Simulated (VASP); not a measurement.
## Co: electric field gradients with PBEsol

The system is Co.

```
CELL_PARAMETERS angstrom
2.50209 0.00000 0.00000
-1.25105 2.16688 0.00000
0.00000 0.00000 4.06354
ATOMIC_POSITIONS crystal
Co 0.33333 0.66667 0.25000
Co 0.66667 0.33333 0.75000
```

This cell differs from its parent crystal: volume scaled by 0.98.

* Program: VASP 6.6.1
* Task: electric field gradients
* Functional: PBEsol
* Potentials or basis: VASP PAW PBE potentials, release 64 (Co)
* Cutoff: 520 eV
* k mesh: 19 × 19 × 10
* Occupations: fermi-dirac, width 0.05 eV
* Spin: collinear spin, ferromagnetic start
* Starting moments: [2.0, 2.0] μB
* Dipole correction: no
* Further INCAR settings: ALGO = Normal; EDIFF = 1e-08; NBANDS = 20

- Pressure: -13.3 GPa
- Net moment: 3.23 μB per cell
- Site moments: Co +1.64 μB
- Valence electrons inside the program's atomic spheres: Co 8.24

Stress tensor (GPa, compression positive):
```
-12.72   0.00   0.00
  0.00 -12.72   0.00
  0.00   0.00 -14.35
```

Levels at points of the mesh, in eV from the Fermi level:
Spin up:
```
           k point  band 8  band 9  band 10  band 11  band 12  band 13  band 14  band 15
(0.00, 0.00, 0.00)   -1.89   -1.89    -0.83    -0.83    -0.17     6.14    21.85    24.28
(0.00, 0.00, 0.50)   -2.61   -1.13    -1.13    -1.13    -1.13    14.69    14.69    22.55
```
Spin down:
```
           k point  band 4  band 5  band 6  band 7  band 8  band 9  band 10  band 11
(0.00, 0.00, 0.00)   -0.92   -0.92   -0.57   -0.57   -0.17   -0.14    -0.14     1.04
(0.00, 0.00, 0.50)   -1.51   -0.98   -0.98   -0.98   -0.98    0.71     0.71     0.71
```

Electric field gradients, principal values (V/Å²):
| atom | least | middle | greatest (by size) |
| --- | --- | --- | --- |
| 1 Co | 1.034 | 1.037 | -2.071 |
| 2 Co | 1.034 | 1.037 | -2.071 |

Wall time 3.2 min on 1 thread of Intel Xeon 6975P-C, on a shared host, peak memory 0.26 GiB.

Caveat: without QUAD_EFG the Cq values of the log hold for a quadrupole moment of 1 mb, not for the nuclei; the PAW data sets were made with another functional, which shifts forces and pressure a little.
